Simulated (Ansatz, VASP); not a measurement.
Two plane-wave programs on InP3

File INCAR:

```
SYSTEM = InP3
ALGO = Normal ; EDIFF = 1E-6
ENCUT = 520 ; GGA = PS
ISIF = 2 ; ISMEAR = 0
LASPH = .TRUE. ; LCHARG = .TRUE.
LELF = .TRUE. ; LREAL = .FALSE.
LVHAR = .TRUE. ; LWAVE = .FALSE.
NBANDS = 38 ; NELM = 100
PREC = Accurate ; SIGMA = 0.15
```

The input KPOINTS:

```
k-points
0
G
  6 6 6
  0 0 0
```

The input POSCAR:

```
InP3
1.0
    3.7149867624      2.1448486073      3.3285669567
   -3.7149867624      2.1448486073      3.3285669567
    0.0000000000     -4.2896972146      3.3285669567
In P
2 6
Direct
    0.2732788992      0.2732788992      0.2732788992
    0.7267211008      0.7267211008      0.7267211008
    0.7947108820      0.2411926338      0.7947108820
    0.7947108820      0.7947108820      0.2411926338
    0.2411926338      0.7947108820      0.7947108820
    0.2052891180      0.7588073662      0.2052891180
    0.7588073662      0.2052891180      0.2052891180
    0.2052891180      0.2052891180      0.7588073662
```

Input for Ansatz:

```yaml
crystal:
  lattice:
    - [3.7149867624, 2.1448486073, 3.3285669567]
    - [-3.7149867624, 2.1448486073, 3.3285669567]
    - [0.0, -4.2896972146, 3.3285669567]
  atoms:
    - { symbol: In, position: [0.2732788992, 0.2732788992, 0.2732788992] }
    - { symbol: In, position: [0.7267211008, 0.7267211008, 0.7267211008] }
    - { symbol: P, position: [0.794710882, 0.2411926338, 0.794710882] }
    - { symbol: P, position: [0.794710882, 0.794710882, 0.2411926338] }
    - { symbol: P, position: [0.2411926338, 0.794710882, 0.794710882] }
    - { symbol: P, position: [0.205289118, 0.7588073662, 0.205289118] }
    - { symbol: P, position: [0.7588073662, 0.205289118, 0.205289118] }
    - { symbol: P, position: [0.205289118, 0.205289118, 0.7588073662] }
basis:
  ecutwfc: 420
kpoints:
  mp_grid: { grid: [6, 6, 6] }
hamiltonian:
  xc: pbesol
scf:
  occupations: { method: gaussian, width: 0.15 }
output:
  forces: true
  stress: true
  eigenvalues: true
```

Change from the starting cell: strain +0.0150 x Voigt [0, 0, 1, 0, 0, 0], atoms carried along.

Alike in both runs: task single point; functional PBEsol; k mesh 6 × 6 × 6; occupations gaussian, width 0.15 eV; no spin polarisation.

|  | VASP | Ansatz |
| --- | --- | --- |
| version | VASP 6.6.1 | Ansatz 0.2.0 |
| potentials or method | VASP PAW PBE potentials, release 64 (In_d, P), cutoff 520 eV | scalar-relativistic, plane waves, PAW |
| valence electrons in the cell | 56 | 56 |

Ansatz gave:

| Property | Result |
| --- | --- |
| gap on the k mesh at the Fermi level (eV) | none |
| pressure (GPa) | -1.0 |
| traceless stress, the component that is largest in VASP (GPa) | -0.65 |
| rms of the force components (eV/Å) | 0.074 |

Q: What did VASP give for the same quantities?

A: gap on the k mesh at the Fermi level (eV): none; pressure (GPa): -1.0; traceless stress, the component that is largest in VASP (GPa): -0.63; rms of the force components (eV/Å): 0.085.

VASP's potentials were made for PBE, not for PBEsol. Atom by atom the forces differ by 0.012 eV/Å (rms over components). A gap of «none» marks a metal or a gap that the smearing closes. With one functional, cell and mesh, what is left measures potentials, basis and numerics.
